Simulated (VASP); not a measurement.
Write the native input for VASP 6.6.1 that does the following.

- Task: single point
- Functional: r2SCAN
- Potentials or basis: VASP PAW PBE potentials, release 64 (Ga_d, N)
- Cutoff: 520 eV
- k mesh: 6 × 6 × 6
- Occupations: methfessel-paxton, width 0.2 eV
- Spin: no spin polarisation
- Dipole correction: no
- Further INCAR settings: ALGO = Normal; EDIFF = 1e-06; NBANDS = 16

The system is GaN.

```xyz
2
Lattice="2.6956 0.0000 0.0000 0.0000 2.6956 0.0000 0.0000 0.0000 2.6956" Properties=species:S:1:pos:R:3 pbc="T T T"
Ga    0.0000    0.0000    0.0000
N     1.3478    1.3478    1.3478
```

The input as run:

POSCAR

```
GaN
1.0
    2.6955547957      0.0000000000      0.0000000000
    0.0000000000      2.6955547957      0.0000000000
    0.0000000000      0.0000000000      2.6955547957
Ga N
1 1
Direct
    0.0000000000      0.0000000000      0.0000000000
    0.5000000000      0.5000000000      0.5000000000
```

INCAR.step1

```
  PREC = Accurate
  ENCUT = 520
  ISMEAR = 1
  SIGMA = 0.2
  LREAL = False
  LASPH = True
  NELM = 80
  NBANDS = 16
  GGA = PE
  ALGO = Normal
  EDIFF = 1E-4
  LWAVE = True
  LCHARG = False
```

INCAR.step2

```
  PREC = Accurate
  ENCUT = 520
  EDIFF = 1E-6
  ISMEAR = 1
  SIGMA = 0.2
  LREAL = False
  LASPH = True
  NELM = 80
  ALGO = Normal
  ISIF = 2
  LWAVE = False
  LCHARG = True
  METAGGA = R2SCAN
  LMIXTAU = True
  LELF = True
  LVHAR = True
  NBANDS = 16
  ISTART = 1
```

KPOINTS

```
regular mesh
0
Gamma
  6 6 6
```

Potentials or basis: VASP PAW PBE potentials, release 64 (Ga_d, N).

Run with:

```sh
$ cat potpaw_PBE.64/Ga_d/POTCAR potpaw_PBE.64/N/POTCAR > POTCAR
$ cp INCAR.step1 INCAR
$ mpirun -np 1 vasp_std > vasp.out
$ cp INCAR.step2 INCAR
$ mpirun -np 1 vasp_std > vasp.out
```

It gave:

```
Pressure               : 0.9 GPa
Band gap on the k mesh : zero (band 9 reaches 8.39 eV, above the bottom of band 10 at 6.90 eV)
```

Caveat: the k points lie up to 0.39 Å⁻¹ apart; the PAW data sets were made with another functional, which shifts forces and pressure a little.

It took 50 s on 1 thread of Intel Xeon 8259CL, with other jobs on the host, peak memory 0.13 GiB.
